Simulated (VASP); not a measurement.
# CdF2 (Fm-3m) in VASP: single point with PBE

Aim: the single point of CdF2 with PBE.

Program: VASP 6.6.1. These are calculated values, not measurements. Logs are shortened: lines on timing, memory, paths and dates and some standing lists are left out, and cuts for length are marked.

### 1 The cell of the first run

The structure is cubic, space group Fm-3m (No. 225). Conventional cell: a = 5.388 Å, b = 5.388 Å, c = 5.388 Å, α = 90.00°, β = 90.00°, γ = 90.00°. Within 3.1 Å of Cd (site symmetry m-3m) lie 8 F at 2.33 Å. Within 3.1 Å of F (site symmetry -43m) lie 4 Cd at 2.33 Å and 6 F at 2.69 Å.

### 2 Single point, PBE

The input, INCAR:

```
PREC = Accurate
ENCUT = 520
EDIFF = 1E-6
ISMEAR = 0
SIGMA = 0.01
LREAL = False
LASPH = True
NELM = 80
ALGO = Normal
ISIF = 2
LWAVE = False
LCHARG = False
GGA = PE
NBANDS = 20
```

The input, KPOINTS:

```
regular mesh
0
Gamma
  6 6 6
```

The input, POSCAR:

```
CdF2
1.0
    0.0000000000      2.6941776812      2.6941776812
    2.6941776812      0.0000000000      2.6941776812
    2.6941776812      2.6941776812      0.0000000000
Cd F
1 2
Direct
    0.0000000000      0.0000000000      0.0000000000
    0.2500000000      0.2500000000      0.2500000000
    0.7500000000      0.7500000000      0.7500000000
```

Potentials or basis: VASP PAW PBE potentials, release 64 (Cd, F).

On the command line:

```bash
$ cat potpaw_PBE.64/Cd/POTCAR potpaw_PBE.64/F/POTCAR > POTCAR
$ mpirun -np 1 vasp_std > vasp.out
```

OUTCAR:

```text
PREC = Accurate
   ENCUT = 520
   EDIFF = 1E-6
   ISMEAR = 0
   LREAL = False
   LASPH = True
   NELM = 80
   ISIF = 2
   GGA = PE

 ion  position               nearest neighbor table
   1  0.000  0.000  0.000-   3 2.33   3 2.33   3 2.33   2 2.33   3 2.33   2 2.33   2 2.33   2 2.33

   2  0.250  0.250  0.250-   1 2.33   1 2.33   1 2.33   1 2.33
   3  0.750  0.750  0.750-   1 2.33   1 2.33   1 2.33   1 2.33

  LATTYP: Found a face centered cubic cell.
 ALAT       =     5.3883553624

  Lattice vectors:

 A1 = (   0.0000000000,   2.6941776812,   2.6941776812)
 A2 = (   2.6941776812,   0.0000000000,   2.6941776812)
 A3 = (   2.6941776812,   2.6941776812,   0.0000000000)

Analysis of symmetry for initial positions (statically):
=====================================================================
 Subroutine PRICEL returns:
 Original cell was already a primitive cell.

 Routine SETGRP: Setting up the symmetry group for a
 face centered cubic supercell.

 Subroutine GETGRP returns: Found 48 space group operations
 (whereof 48 operations were pure point group operations)
 out of a pool of 48 trial point group operations.

The static configuration has the point symmetry O_h .

Analysis of symmetry for dynamics (positions and initial velocities):
=====================================================================
 Subroutine PRICEL returns:
 Original cell was already a primitive cell.

 Routine SETGRP: Setting up the symmetry group for a
 face centered cubic supercell.

 Subroutine GETGRP returns: Found 48 space group operations
 (whereof 48 operations were pure point group operations)
 out of a pool of 48 trial point group operations.

The dynamic configuration has the point symmetry O_h .

 Subroutine INISYM returns: Found 48 space group operations
 (whereof 48 operations are pure point group operations),
 and found     1 'primitive' translations

----------------------------------------------------------------------------------------

                                     Primitive cell

  volume of cell :      39.1119

  direct lattice vectors                    reciprocal lattice vectors
     0.000000000  2.694177681  2.694177681    -0.185585384  0.185585384  0.185585384
[... 73 lines left out ...]
   ISPIN  =      1    spin polarized calculation?
   LNONCOLLINEAR =      F non collinear calculations
   LSORBIT =      F    spin-orbit coupling
   LASPH  =      T    aspherical Exc in radial PAW
   ENCUT  =  520.0 eV  38.22 Ry    6.18 a.u.   7.08  7.08  7.08*2*pi/ulx,y,z
   NELM   =     80;   NELMIN=  2; NELMDL= -5     # of ELM steps
   EDIFF  = 0.1E-05   stopping-criterion for ELM
   LREAL  =      F    real-space projection
   EDIFFG = 0.1E-04   stopping-criterion for IOM
   NSW    =      0    number of steps for IOM
   IBRION =     -1    ionic relax: 0-MD 1-quasi-New 2-CG
   NFREE  =      0    steps in history (QN), initial steepest desc. (CG)
   ISIF   =      2    stress and relaxation
   ISYM   =      2    0-nonsym 1-usesym 2-fastsym
   POTIM  = 0.5000    time-step for ionic-motion
   TEBEG  =    0.0;   TEEND  =   0.0 temperature during run
   PSTRESS=    0.0 pullay stress
   NELECT =      26.0000    total number of electrons
   NUPDOWN=      -1.0000    fix difference up-down
   EMIN   =  10.00;   EMAX   =-10.00  energy-range for DOS
   EFERMI =   0.00;   METHOD = LEGACY
   ISMEAR =     0;   SIGMA  =   0.01  broadening in eV -4-tet -1-fermi 0-gaus
   EFERMI_NEDOS =   21; number of points for ismear=-14 and -15
   IALGO  =     38    algorithm
   IMIX   =      4    mixing-type and parameters
     AMIX     =   0.40;   BMIX     =  1.00
     AMIX_MAG =   1.60;   BMIX_MAG =  1.00
  volume/ion in A,a.u.               =      13.04        87.98
  Fermi-wavevector in a.u.,A,eV,Ry     =   1.428772  2.699988 27.774804  2.041391
  Thomas-Fermi vector in A             =   2.548798
   LORBIT       =      0    0 simple, 1 ext, 2 COOP (PROOUT), +10 PAW based schemes
   GGA     = PE    functional components
   LHFCALC =     F    Hartree Fock is set to
   AEXX    =    0.0000 exact exchange contribution
   IVDW    =     0    specifies the selected vdW correction
   LEPSILON=     F    determine dielectric tensor
   LRPA    =     F    only Hartree local field effects (RPA)
 non-spin polarized calculation
 Gauss-broadening in eV      SIGMA  =   0.01
  energy-cutoff  :      520.00
  volume of cell :       39.11
 maximum number of plane-waves:      1067
   NGX = 15   NGY = 15   NGZ = 15

 number of electron      25.9999990 magnetization

 Free energy of the ion-electron system (eV)
  ---------------------------------------------------
  ext. energy  EPLUGINS =         0.00000000
  ---------------------------------------------------
  free energy    TOTEN  =       -10.85977250 eV

  energy without entropy =      -10.85977250  energy(sigma->0) =      -10.85977250

 E-fermi :  -1.2263     XC(G=0): -10.4111

 val. band max:       -1.3325077022   @ k =  -0.3333   0.5000   0.1667
 cond. band min:       1.7542688634   @ k =   0.0000   0.0000   0.0000
 fundamental gap:      3.0867765657
 Fermi energy:        -1.2263033113

 k-point     1 :       0.0000    0.0000    0.0000
  band No.  band energies     occupation
      1     -22.1171      2.00000
      2     -21.0129      2.00000
      3      -6.9278      2.00000
      4      -6.9278      2.00000
      5      -6.9278      2.00000
      6      -5.7210      2.00000
[... 357 lines left out ...]
     19      18.9525      0.00000
     20      19.3904      0.00000

------------------------ aborting loop because EDIFF is reached ----------------------------------------

  FORCE on cell =-STRESS in cart. coord.  units (eV):
  Direction    XX          YY          ZZ          XY          YZ          ZX
  --------------------------------------------------------------------------------------
  -------------------------------------------------------------------------------------
  Total        1.5088787      1.5088787      1.5088787      0.0000000      0.0000000     -0.0000000
  in kB       61.8096403     61.8096403     61.8096403      0.0000000      0.0000000     -0.0000000
  external PRESSURE =      61.8096403 kB  Pullay stress =       0.0000000 kB

 VOLUME and BASIS-vectors are now :
 -----------------------------------------------------------------------------
  energy-cutoff  :      520.00
  volume of cell :       39.11
      direct lattice vectors                 reciprocal lattice vectors
     0.000000000  2.694177681  2.694177681    -0.185585384  0.185585384  0.185585384
     2.694177681  0.000000000  2.694177681     0.185585384 -0.185585384  0.185585384
     2.694177681  2.694177681  0.000000000     0.185585384  0.185585384 -0.185585384

 POSITION                                       TOTAL-FORCE (eV/Angst)
 -----------------------------------------------------------------------------------
      0.00000      0.00000      0.00000        -0.000000      0.000000     -0.000000
      1.34709      1.34709      1.34709        -0.000000     -0.000000     -0.000000
      4.04127      4.04127      4.04127         0.000000      0.000000      0.000000
 -----------------------------------------------------------------------------------
    total drift:                                0.000000      0.000000      0.000000

  FREE ENERGIE OF THE ION-ELECTRON SYSTEM (eV)
  ---------------------------------------------------
  free  energy   TOTEN  =       -10.8597725023 eV

  energy  without entropy=      -10.8597725023  energy(sigma->0) =      -10.85977250
```

OSZICAR:

```text
N       E                     dE             d eps       ncg     rms          rms(c)
DAV:   1     0.195731443276E+03    0.19573E+03   -0.15735E+04   648   0.133E+03
DAV:   2    -0.443793600356E+01   -0.20017E+03   -0.19149E+03   688   0.345E+02
DAV:   3    -0.125309254910E+02   -0.80930E+01   -0.80700E+01   728   0.748E+01
DAV:   4    -0.125668173235E+02   -0.35892E-01   -0.35889E-01   704   0.497E+00
DAV:   5    -0.125669477809E+02   -0.13046E-03   -0.13046E-03   704   0.274E-01    0.103E+01
DAV:   6    -0.108294110098E+02    0.17375E+01   -0.39818E+00   808   0.369E+01    0.742E+00
DAV:   7    -0.108747924564E+02   -0.45381E-01   -0.88436E-01   648   0.839E+00    0.427E+00
DAV:   8    -0.108680058089E+02    0.67866E-02   -0.13812E-01   664   0.350E+00    0.703E-01
DAV:   9    -0.108590770234E+02    0.89288E-02   -0.34400E-02   772   0.229E+00    0.876E-02
DAV:  10    -0.108596495194E+02   -0.57250E-03   -0.29160E-03   660   0.585E-01    0.120E-01
DAV:  11    -0.108597497202E+02   -0.10020E-03   -0.12252E-04   688   0.108E-01    0.367E-02
DAV:  12    -0.108597709412E+02   -0.21221E-04   -0.34727E-05   656   0.520E-02    0.185E-02
DAV:  13    -0.108597727400E+02   -0.17988E-05   -0.68252E-06   688   0.212E-02    0.330E-03
DAV:  14    -0.108597725023E+02    0.23769E-06   -0.56572E-07   552   0.943E-03
   1 F= -.10859773E+02 E0= -.10859773E+02  d E =-.323936E-52
```

It took 23 s on 1 thread of Intel Xeon 8259CL, shared host; peak memory 0.16 GiB.

Results:

- Free energy: -10.8598 eV
- Pressure: 6.2 GPa
- Band gap on the k mesh: 3.09 eV, indirect (least direct gap 3.57 eV)

Levels at points of the mesh, in eV from the valence-band top:
| k point | band 10 | band 11 | band 12 | band 13 | band 14 | band 15 | band 16 | band 17 |
| --- | --- | --- | --- | --- | --- | --- | --- | --- |
| (0.00, 0.00, 0.00) | -0.95 | -0.48 | -0.48 | -0.48 | 3.09 | 12.72 | 12.72 | 12.72 |
| (0.50, 0.00, 0.00) | -1.82 | -1.82 | -0.38 | -0.38 | 7.19 | 9.18 | 14.52 | 14.52 |
| (0.50, 0.50, 0.00) | -2.94 | -0.48 | -0.07 | -0.07 | 8.02 | 9.67 | 11.94 | 14.30 |

A k mesh can miss the band edges. As with any semilocal functional, this PBE gap is likely too small.
